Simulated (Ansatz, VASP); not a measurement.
## SiNi: VASP beside Ansatz

```xyz
4
Lattice="3.0266 0.0000 0.0000 0.0000 3.2735 0.0000 0.0000 0.0000 4.6978" Properties=species:S:1:pos:R:3 pbc="T T T"
Si    1.5133    1.6367    3.9569
Si    0.0000    0.0000    0.7408
Ni    1.5133    1.6367    1.6171
Ni    0.0000    0.0000    3.0807
```

Alike in both runs: task relaxation of cell and atoms; functional PBE; k mesh 16 × 14 × 10; occupations gaussian, width 0.1 eV; no spin polarisation.

|  | VASP | Ansatz |
| --- | --- | --- |
| version | VASP 6.6.1 | Ansatz 0.2.0 |
| potentials or method | VASP PAW PBE potentials, release 64 (Si, Ni), cutoff 600 eV | scalar-relativistic, plane waves, PAW |
| valence electrons in the cell | 28 | 44 |

VASP gave:

| Quantity | Value |
| --- | --- |
| gap on the k mesh at the Fermi level, each at its own relaxed structure (eV) | none |
| relaxed volume (Å³/atom) | 11.70 |
| relaxed length of the cell vector where the two differ most in proportion (Å) | 3.285 |

Q: Estimate Ansatz's values.

A: gap on the k mesh at the Fermi level, each at its own relaxed structure (eV): none; relaxed volume (Å³/atom): 11.70; relaxed length of the cell vector where the two differ most in proportion (Å): 3.289.

A gap of «none» marks a metal or a gap that the smearing closes. VASP's potentials hold 28 valence electrons a cell and Ansatz's 44, so a difference there can come from the potentials and not from the codes.
